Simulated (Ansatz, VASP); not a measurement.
**TaN: VASP beside Ansatz**

```xyz
2
Lattice="0.0000 2.2404 2.0612 2.2404 0.0000 2.0612 2.2404 2.2404 0.0000" Properties=species:S:1:pos:R:3 pbc="T T T"
Ta    2.2404    2.2404    2.0612
N     0.0000    0.0000    0.0000
```

Alike in both runs: task single point; functional PBEsol; k mesh 20 × 20 × 20; occupations gaussian, width 0.15 eV; no spin polarisation.

```csv
,VASP,Ansatz
version,VASP 6.6.1,Ansatz 0.2.0
potentials or method,"VASP PAW PBE potentials, release 64 (Ta_pv, N), cutoff 520 eV","scalar-relativistic, plane waves, PAW"
valence electrons in the cell,16,18
```

```csv
,VASP,Ansatz,Ansatz less VASP
gap on the k mesh at the Fermi level (eV),none,none,-
pressure (GPa),12.2,11.1,-1.15
"traceless stress, the component that is largest in VASP (GPa)",42.35,41.91,-0.441
```

VASP's potentials were made for PBE, not for PBEsol. A gap of «none» marks a metal or a gap that the smearing closes. VASP's potentials hold 16 valence electrons a cell and Ansatz's 18, so a difference there can come from the potentials and not from the codes.

Spin-orbit coupling is off throughout.
